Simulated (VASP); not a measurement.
Crystal: HCl.

```
CELL_PARAMETERS angstrom
0.00000 3.40819 3.40834
1.53041 0.00000 3.40834
1.53041 3.40819 0.00000
ATOMIC_POSITIONS crystal
H 0.00000 0.00000 0.00000
Cl 0.50000 0.50000 0.50000
```

Base run:

```yaml
Program: VASP 6.6.1
Functional: PBEsol
Potentials_or_basis: VASP PAW PBE potentials, release 64 (H, Cl)
Cutoff: 520 eV
k_mesh: 6 × 6 × 6
Occupations: gaussian, width 0.01 eV
Spin: no spin polarisation
```

Its results: band gap on the k mesh 2.61 eV, indirect (least direct gap 2.96 eV); pressure 0.6 GPa.

Task: The run is repeated on the same cell with these changes: functional from PBEsol to LDA; potentials or basis from VASP PAW PBE potentials, release 64 (H, Cl) to VASP PAW LDA potentials, release 64 (H, Cl). What comes out?

Result: Band gap on the k mesh 2.65 eV, indirect (least direct gap 3.00 eV); pressure -0.5 GPa.

Caveats: the PAW data sets were made with another functional, which shifts forces and pressure a little (some runs).

A k mesh can miss the band edges.
